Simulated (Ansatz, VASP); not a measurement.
## Two plane-wave programs on Ag

INCAR

```
SYSTEM = Ag
PREC = Accurate
ENCUT = 520
EDIFF = 1E-7
ISMEAR = 0
SIGMA = 0.15
LREAL = .FALSE.
LASPH = .TRUE.
NELM = 100
ALGO = Fast
ISIF = 2
LWAVE = .FALSE.
LCHARG = .TRUE.
GGA = PS
LELF = .TRUE.
LVHAR = .TRUE.
NBANDS = 18
```

Contents of KPOINTS:

```
Automatic mesh
0
G
  18 18 10
  0 0 0
```

The input POSCAR:

```
Ag
1.0
    2.9299980804      0.0000000000      0.0000000000
   -1.4649990402      2.5374527707      0.0000000000
    0.0000000000      0.0000000000      5.3288750000
Ag
2
Direct
    0.3333333333      0.6666666667      0.2500000000
    0.6666666667      0.3333333333      0.7500000000
```

Input for Ansatz:

```yaml
crystal:
  lattice:
    - [2.9299980804, 0.0, 0.0]
    - [-1.4649990402, 2.5374527707, 0.0]
    - [0.0, 0.0, 5.328875]
  atoms:
    - { symbol: Ag, position: [0.3333333333, 0.6666666667, 0.25] }
    - { symbol: Ag, position: [0.6666666667, 0.3333333333, 0.75] }
basis:
  ecutwfc: 420
kpoints:
  mp_grid: { grid: [18, 18, 10] }
hamiltonian:
  xc: pbesol
scf:
  occupations: { method: gaussian, width: 0.15 }
output:
  forces: true
  stress: true
  eigenvalues: true
```

Change from the starting cell: strain +0.1125 x Voigt [0, 0, 1, 0, 0, 0], atoms carried along.

Alike in both runs: task single point; functional PBEsol; k mesh 18 × 18 × 10; occupations gaussian, width 0.15 eV; no spin polarisation.

|  | VASP | Ansatz |
| --- | --- | --- |
| version | VASP 6.6.1 | Ansatz 0.2.0 |
| potentials or method | VASP PAW PBE potentials, release 64 (Ag), cutoff 520 eV | scalar-relativistic, plane waves, PAW |
| valence electrons in the cell | 22 | 38 |

```tsv
	VASP	Ansatz	Ansatz less VASP
gap on the k mesh at the Fermi level (eV)	none	none	-
pressure (GPa)	-11.5	-11.4	+0.04
traceless stress, the component that is largest in VASP (GPa)	-3.08	-3.10	-0.020
```

VASP's potentials were made for PBE, not for PBEsol. A gap of «none» marks a metal or a gap that the smearing closes. The functional is the same, so the differences come from potentials, cutoffs and numerics. VASP's potentials hold 22 valence electrons a cell and Ansatz's 38, so a difference there can come from the potentials and not from the codes.
